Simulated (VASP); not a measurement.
Here is a VASP 6.6.1 calculation.

File INCAR:

```
SYSTEM = Te2Mo
ALGO = Normal ; DIPOL = 0.5 0.5 0.500
EDIFF = 1E-6 ; ENCUT = 520
GGA = PE ; IDIPOL = 3
ISIF = 2 ; ISMEAR = 0
IVDW = 12 ; LASPH = .TRUE.
LCHARG = .FALSE. ; LDIPOL = .TRUE.
LREAL = .FALSE. ; LWAVE = .FALSE.
NBANDS = 20 ; NELM = 80
PREC = Accurate ; SIGMA = 0.02
```

KPOINTS

```
k-points
0
G
  9 9 1
  0 0 0
```

POSCAR

```
Te2Mo
1.0
    3.2240000000      0.0000000000      0.0000000000
   -1.6120000000      2.7920659018      0.0000000000
    0.0000000000      0.0000000000     33.2698832047
Te Mo
2 1
Direct
    0.3333333333      0.6666666667      0.4434924376
    0.3333333333      0.6666666667      0.5565075624
    0.6666666667      0.3333333333      0.5000000000
```

Potentials or basis: VASP PAW PBE potentials, release 64 (Te, Mo_sv).

Launch:

```sh
$ cat potpaw_PBE.64/Te/POTCAR potpaw_PBE.64/Mo_sv/POTCAR > POTCAR
$ mpirun -np 1 vasp_std > vasp.out
```

(1) Predict the dispersion energy per atom.

(2) Estimate the band gap on the k mesh.

(3) What does it give for the largest force?

Results:

(1) -0.467 eV.

(2) 0.58 eV, indirect (least direct gap 1.16 eV).

(3) 0.813 eV/Å.

Caveat: spin-orbit coupling is left out, which moves the levels of the heavy elements.
